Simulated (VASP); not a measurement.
Wanted: the native input for a VASP 6.6.1 run.

```yaml
Task: relaxation of cell and atoms
Functional: PBE
Potentials_or_basis: VASP PAW PBE potentials, release 64 (Ba_sv, Hf_pv, H)
Cutoff: 600 eV
k_mesh: 6 × 6 × 6
Occupations: gaussian, width 0.1 eV
Spin: no spin polarisation
Dipole_correction: no
Further_INCAR_settings: ALGO = Normal; EDIFF = 1e-07; IBRION = 2; EDIFFG = -0.04; NSW = 90; ISIF = 3
```

The structure of BaHfH6 lies in POSCAR:

```
BaHfH6
1.0
    3.4003460600      1.9631907100      2.2026729300
   -3.4003460600      1.9631907100      2.2026729300
    0.0000000000     -3.9263814200      2.2026729300
Ba Hf H
1 1 6
Direct
    0.5000000000      0.5000000000      0.5000000000
    0.0000000000      0.0000000000      0.0000000000
    0.7455009800      0.0793138100      0.7455009800
    0.0793138100      0.7455009800      0.7455009800
    0.2544990200      0.2544990200      0.9206861900
    0.9206861900      0.2544990200      0.2544990200
    0.2544990200      0.9206861900      0.2544990200
    0.7455009800      0.7455009800      0.0793138100
```

The cell was generated, and may not be a known phase.

These files were run (other wordings do the same):

INCAR

```
SYSTEM = BaHfH6
PREC = Accurate
ENCUT = 600
EDIFF = 1E-7
ISMEAR = 0
SIGMA = 0.1
LREAL = .False.
LASPH = .True.
NELM = 80
ALGO = Normal
ISIF = 3
LWAVE = .False.
LCHARG = .False.
GGA = PE
IBRION = 2
NSW = 90
EDIFFG = -0.04
```

KPOINTS

```
regular mesh
0
Gamma
  6 6 6
  0 0 0
```

Potentials or basis: VASP PAW PBE potentials, release 64 (Ba_sv, Hf_pv, H).

Launch:

```bash
$ cat potpaw_PBE.64/Ba_sv/POTCAR potpaw_PBE.64/Hf_pv/POTCAR potpaw_PBE.64/H/POTCAR > POTCAR
$ mpirun -np 1 vasp_std > vasp.out
```

Results of the run:

```json
{
 "Relaxed volume": "14.26 Å³/atom",
 "Relaxed cell": "a = 4.886 Å, b = 4.886 Å, c = 4.886 Å, α = 96.67°, β = 96.67°, γ = 96.67°",
 "Space group after relaxing (to 0.1 Å)": "R-3m (No. 166)",
 "Energy gained by relaxing": "613.3 meV/atom",
 "Ionic steps": "12",
 "Pressure after relaxing": "-0.1 GPa",
 "Largest force after relaxing": "0.036 eV/Å",
 "Band gap on the k mesh": "1.16 eV"
}
```

Caveat: the volume moved by over 15 % at a fixed basis, so the end points are rough; spin-orbit coupling is left out, which moves the levels of the heavy elements.

Wall time 3.6 min on 1 thread of Intel(R) Xeon(R) 6975P-C (Granite Rapids) (shared host), peak memory 0.26 GiB.
